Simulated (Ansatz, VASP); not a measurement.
## Two plane-wave programs on LiF

```
Li F
1.0
     2.81344    0.00000    0.00000
    -1.40672    2.43651    0.00000
     0.00000    0.00000    4.53977
Li F
2 2
Direct
  0.33333 0.66667 0.38398
  0.66667 0.33333 0.88398
  0.33333 0.66667 0.99102
  0.66667 0.33333 0.49102
```

Alike in both runs: task single point; functional LDA; k mesh 9 × 9 × 6; occupations gaussian, width 0.05 eV; no spin polarisation.

|  | VASP | Ansatz |
| --- | --- | --- |
| version | VASP 6.6.1 | Ansatz 0.2.0 |
| potentials or method | VASP PAW LDA potentials, release 64 (Li_sv, F), cutoff 520 eV | scalar-relativistic, plane waves, PAW |
| valence electrons in the cell | 20 | 20 |

```tsv
	VASP	Ansatz	Ansatz less VASP
gap on the k mesh at the Fermi level (eV)	8.96	8.98	+0.020
least direct gap on the mesh (eV)	8.96	8.98	+0.020
rms of the force components (eV/Å)	0.200	0.197	-0.0027
```

LDA's correlation is that of Perdew and Zunger in VASP and of Perdew and Wang (1992) in Ansatz. Atom by atom the forces differ by 0.003 eV/Å (rms over components).

Noted on VASP's run: the cutoff is short for stress, so the pressure is rough.
